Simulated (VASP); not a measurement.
# Si2Ni: single point with LDA

The system is Si2Ni.

```
Si Ni
1.0
     0.00000    2.77849    2.77849
     2.77849    0.00000    2.77849
     2.77849    2.77849    0.00000
Si Ni
2 1
Direct
  0.25000 0.25000 0.25000
  0.75000 0.75000 0.75000
  0.00000 0.00000 0.00000
```

```
Program                : VASP 6.6.1
Task                   : single point
Functional             : LDA
Potentials or basis    : VASP PAW LDA potentials, release 64 (Si, Ni)
Cutoff                 : 520 eV
k mesh                 : 14 × 14 × 14
Occupations            : gaussian, width 0.15 eV
Spin                   : collinear spin, ferromagnetic start
Starting moments       : [0.0, 0.0, 0.625] μB
Fixed moment           : 0.625 μB
Dipole correction      : no
Further INCAR settings : ALGO = Normal; EDIFF = 1e-06; NBANDS = 20
```

```yaml
Pressure: -13.3 GPa
Net_moment: 0.63 μB per cell
Site_moments: Si +0.08; Ni +0.30 μB
Valence_electrons_inside_the_program's_atomic_spheres: Si 1.56; Ni 9.63
```

Run time: 100 s on 1 thread of AMD EPYC 9R45 96-Core Processor (Zen 5) (shared host), peak memory 0.22 GiB.

Caveat: the cell stands under tension; the total moment is fixed, so each spin has its own Fermi level.
